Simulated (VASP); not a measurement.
Runs of VASP 6.6.1 on Ir. The structure is that of space group Fm-3m (No. 225), or close to it. The cells are those of the table. 

| cell | gap on the mesh (eV) | pressure (GPa) |
| --- | --- | --- |
| a = 2.762 Å, angles 60.0°, 1 atom | none | -8.1 |
| a = 2.672 Å, angles 60.0°, 1 atom | none | (b) |
| a = 2.709 Å, angles 60.0°, 1 atom | none | 12.7 |
| a = 2.727 Å, angles 60.0°, 1 atom | none | (a) |
| a = 2.654 Å, angles 60.0°, 1 atom | none | 42.3 |

Alike in all rows: task single point; level PBE; potentials or basis VASP PAW PBE potentials, release 64 (Ir); no spin polarisation; k mesh 13 × 13 × 13; cutoff (eV) 500; smearing fermi-dirac 0.1 eV.

Fill in the values left out.

(a) 4.9; (b) 31.3.

Caveats: spin-orbit coupling is left out, which moves the levels of the heavy elements.

A k mesh can miss the band edges, and the runs leave out spin-orbit coupling on Ir.

A gap of «none» marks levels without a gap at the run's occupations.
